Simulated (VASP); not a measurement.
**Ag: single point with PBE+D3(BJ)**

The system is Ag.

```
CELL_PARAMETERS angstrom
2.70771 0.00000 0.00000
0.00000 2.70771 0.00000
0.00000 0.00000 2.70771
ATOMIC_POSITIONS crystal
Ag 0.50000 0.50000 0.50000
```

This isn't the form of Ag at room conditions, which is fcc.

- Program: VASP 6.6.1
- Task: single point
- Functional: PBE
- Dispersion: D3(BJ)
- Potentials or basis: VASP PAW PBE potentials, release 64 (Ag)
- Cutoff: 500 eV
- k mesh: 6 × 6 × 6
- Occupations: gaussian, width 0.1 eV
- Spin: no spin polarisation
- Dipole correction: no
- Further INCAR settings: ALGO = Normal; EDIFF = 1e-06; NBANDS = 12

```yaml
Pressure: -0.3 GPa
Band_gap_on_the_k_mesh: zero (an odd number of electrons rules out a gap without spin polarisation)
Dispersion_energy_per_atom: -0.511 eV
```

Levels at points of the mesh, in eV from the Fermi level:
| k point | band 1 | band 2 | band 3 | band 4 | band 5 | band 6 | band 7 | band 8 | band 9 | band 10 |
| --- | --- | --- | --- | --- | --- | --- | --- | --- | --- | --- |
| (0.00, 0.00, 0.00) | -6.71 | -6.00 | -6.00 | -2.87 | -2.87 | -2.87 | 14.18 | 14.18 | 14.18 | 19.45 |
| (0.50, 0.00, 0.00) | -5.68 | -5.37 | -3.89 | -3.89 | -2.77 | -0.69 | 1.75 | 17.10 | 19.10 | 19.52 |
| (0.50, 0.50, 0.00) | -5.99 | -5.18 | -3.70 | -3.70 | -2.05 | 3.83 | 3.83 | 7.72 | 9.63 | 21.63 |
| (0.50, 0.50, 0.50) | -5.43 | -5.43 | -5.43 | -1.99 | -1.99 | 8.62 | 8.62 | 8.62 | 10.15 | 14.47 |

Run time: 9.6 s on 1 thread of Intel Xeon 8259CL (shared host), peak memory 0.13 GiB.

Caveat: the k points lie up to 0.39 Å⁻¹ apart, too coarse for converged energies and pressures of a metal.
